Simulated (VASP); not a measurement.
The system is P.

```
P
1.0
    -1.55362    1.55362    1.55362
     1.55362   -1.55362    1.55362
     1.55362    1.55362   -1.55362
P
1
Direct
  0.00000 0.00000 0.00000
```

| Quantity | Value |
| --- | --- |
| Program | VASP 6.6.1 |
| Task | relaxation of cell and atoms |
| Functional | PBE |
| Potentials or basis | VASP PAW PBE potentials, release 64 (P) |
| Cutoff | 600 eV |
| k mesh | 17 × 17 × 17 |
| Occupations | fermi-dirac, width 0.1 eV |
| Spin | no spin polarisation |

At the start: pressure -5.0 GPa; volume 15.00 Å³/atom.

Q: How do energy, volume and symmetry change on relaxing?

A: Over 3 steps the energy falls by 13.4 meV/atom and the volume is 14.18 Å³/atom (-5.5 %); space group Im-3m (No. 229, to 0.05 Å).

The path:
```
step  energy change (eV)  largest force (eV/Å)  pressure (GPa)  volume (Å³)
   1              0.0000                0.0000           -5.01        15.00
   2             -0.0127                0.0000            1.28        14.00
   3             -0.0134                0.0000            0.01        14.18
```

Final structure:
```yaml
crystal:
  lattice:
    - [-1.52474, 1.52474, 1.52474]
    - [1.52474, -1.52474, 1.52474]
    - [1.52474, 1.52474, -1.52474]
  atoms:
    - { symbol: P, position: [0.00000, 0.00000, 0.00000] }
```
